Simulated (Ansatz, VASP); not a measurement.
This is a calculation of WS2 for Ansatz 0.2.0.

File input.yaml:

```yaml
crystal:
  lattice:
    - [1.5894572584, 0.917673576, 6.2041512999]
    - [-1.5894572584, 0.917673576, 6.2041512999]
    - [0.0, -1.835347152, 6.2041512999]
  atoms:
    - { symbol: W, position: [0.0, 0.0, 0.0] }
    - { symbol: S, position: [0.581, 0.581, 0.581] }
    - { symbol: S, position: [0.7503, 0.7503, 0.7503] }
kpoints:
  mp_grid: { grid: [10, 10, 10] }
scf:
  occupations: { method: gaussian, width: 0.025 }
hamiltonian:
  xc: { exchange: pbe, correlation: lda }
  pseudopotentials:
    kind: all_electron
    lapw: { basis_error: 0.002 }
    dirac_shells: { S: ["2p"], W: ["4p", "4d"] }
output:
  forces: true
  stress: true
  eigenvalues: true
```

Potentials or basis: all-electron LAPW, inner shells corrected to Dirac's equation.

Command:

```sh
$ ansatz run input.yaml --threads 2 --pin off --max-ram 5120MiB --backend cpu --events-out ev --progress --plain --runs-dir out
```

Q: Translate it to VASP 6.6.1. Potentials there: VASP PAW PBE potentials, release 64 (W_sv, S).

A: As run (the cutoff follows the program's own potentials):

INCAR

```
PREC = Accurate
ENCUT = 500
EDIFF = 1E-6
ISMEAR = 0
SIGMA = 0.025
LREAL = False
LASPH = True
NELM = 120
ALGO = Normal
ISIF = 2
LWAVE = False
LCHARG = False
GGA = LIBXC
LIBXC1 = GGA_X_PBE
LIBXC2 = LDA_C_PW
NBANDS = 20
GGA_COMPAT = False
```

File KPOINTS:

```
Automatic mesh
0
Gamma
  10 10 10
```

The input POSCAR:

```
WS2
1.0
    1.5894572584      0.9176735760      6.2041512999
   -1.5894572584      0.9176735760      6.2041512999
    0.0000000000     -1.8353471520      6.2041512999
W S
1 2
Direct
    0.0000000000      0.0000000000      0.0000000000
    0.5810000000      0.5810000000      0.5810000000
    0.7503000000      0.7503000000      0.7503000000
```

Potentials or basis: VASP PAW PBE potentials, release 64 (W_sv, S).

Command:

```console
$ cat potpaw_PBE.64/W_sv/POTCAR potpaw_PBE.64/S/POTCAR > POTCAR
$ mpirun -np 1 vasp_std > vasp.out
```

Both were run:

|  | VASP | Ansatz | Ansatz less VASP |
| --- | --- | --- | --- |
| gap on the k mesh at the Fermi level (eV) | 1.16 | 1.15 | -0.009 |
| least direct gap on the mesh (eV) | 2.16 | 2.16 | -0.003 |
| pressure (GPa) | 10.9 | 11.2 | +0.31 |
| traceless stress, the component that is largest in VASP (GPa) | -1.86 | -1.83 | +0.029 |
| rms of the force components (eV/Å) | 0.270 | 0.276 | +0.0063 |

VASP's potentials were made for PBE, not for pbe exchange, lda correlation. Atom by atom the forces differ by 0.012 eV/Å (rms over components). Ansatz ran all-electron here, and VASP with PAW potentials.

Spin-orbit coupling is off throughout.
